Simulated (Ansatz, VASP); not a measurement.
## Two plane-wave programs on BN

```
B N
1.0
     2.55394    0.00000    0.00000
    -1.27697    2.21178    0.00000
     0.00000    0.00000    4.05778
B N
2 2
Direct
  0.66667 0.33333 0.99972
  0.33333 0.66667 0.49972
  0.66667 0.33333 0.62528
  0.33333 0.66667 0.12528
```

Change from the starting cell: strain +0.000 along x and y, -0.040 along z, atoms carried along.

Alike in both runs: task single point; functional LDA; k mesh 12 × 12 × 6; occupations gaussian, width 0.05 eV; no spin polarisation.

|  | VASP | Ansatz |
| --- | --- | --- |
| version | VASP 6.6.1 | Ansatz 0.2.0 |
| potentials or method | VASP PAW LDA potentials, release 64 (B_h, N_h), cutoff 1330 eV | scalar-relativistic, plane waves, PAW |
| valence electrons in the cell | 16 | 16 |

VASP gave:

| Item | Value |
| --- | --- |
| gap on the k mesh at the Fermi level (eV) | 5.04 |
| least direct gap on the mesh (eV) | 7.98 |
| pressure (GPa) | 3.5 |
| traceless stress, the component that is largest in VASP (GPa) | 28.88 |
| rms of the force components (eV/Å) | 0.102 |

Which values does Ansatz return?

gap on the k mesh at the Fermi level (eV): 5.07; least direct gap on the mesh (eV): 7.99; pressure (GPa): 2.8; traceless stress, the component that is largest in VASP (GPa): 28.75; rms of the force components (eV/Å): 0.098.

LDA's correlation is that of Perdew and Zunger in VASP and of Perdew and Wang (1992) in Ansatz. Atom by atom the forces differ by 0.004 eV/Å (rms over components).
